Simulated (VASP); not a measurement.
Input of a VASP 6.6.1 run:

File INCAR:

```
PREC = Accurate
ENCUT = 520
EDIFF = 1E-7
ISMEAR = -1
SIGMA = 0.02
LREAL = False
LASPH = True
NELM = 100
ALGO = Normal
ISIF = 2
LWAVE = False
LCHARG = True
GGA = PE
LELF = True
LVHAR = True
NBANDS = 15
```

The input KPOINTS:

```
Automatic mesh
0
Gamma
  8 8 8
```

POSCAR

```
BaS
1.0
    0.0000000000      3.2117958731      3.2117958731
    3.0833240382      0.0000000000      3.2117958731
    3.0833240382      3.2117958731      0.0000000000
Ba S
1 1
Direct
    0.0000000000      0.0000000000      0.0000000000
    0.5000000000      0.5000000000      0.5000000000
```

Potentials or basis: VASP PAW PBE potentials, release 64 (Ba_sv, S).

Launch:

```bash
$ cat potpaw_PBE.64/Ba_sv/POTCAR potpaw_PBE.64/S/POTCAR > POTCAR
$ mpirun -np 1 vasp_std > vasp.out
```

What does it give for the pressure?

2.9 GPa.

What does it give for the band gap on the k mesh?

1.93 eV (least direct gap 2.07 eV).

Stress tensor (GPa, compression positive):
```
5.76 0.00 0.00
0.00 1.40 0.00
0.00 0.00 1.40
```

Caveat: the cell differs from its parent crystal (uniaxial x strain -4.0%); spin-orbit coupling is left out, which moves the levels of the heavy elements. A k mesh can miss the band edges.
